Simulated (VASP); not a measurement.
Crystal: Pt.

```
Pt
1.0
     2.82505    0.00000    0.00000
    -1.41253    2.44657    0.00000
     0.00000    0.00000    4.87812
Pt
2
Direct
  0.66667 0.33333 0.75000
  0.33333 0.66667 0.25000
```

This isn't the form of Pt at room conditions, which is fcc.

Base run:

* Program: VASP 6.6.1
* Functional: LDA
* Potentials or basis: VASP PAW LDA potentials, release 64 (Pt)
* Cutoff: 520 eV
* k mesh: 21 × 21 × 10
* Occupations: gaussian, width 0.15 eV
* Spin: collinear spin
* Starting moments: [0.5, 0.5] μB
* Fixed moment: 1 μB

Its results: pressure -25.7 GPa; site moments Pt +0.49 μB.

Question: The run is repeated on the same cell with these changes: fixed moment from 1 μB to 0.6 μB; moments at the start from [0.5, 0.5] to [0.3, 0.3]. What comes out?

Answer: Pressure -26.3 GPa; site moments Pt +0.30 μB.

Caveats: the cell stands under tension; the total moment is fixed, so each spin has its own Fermi level.
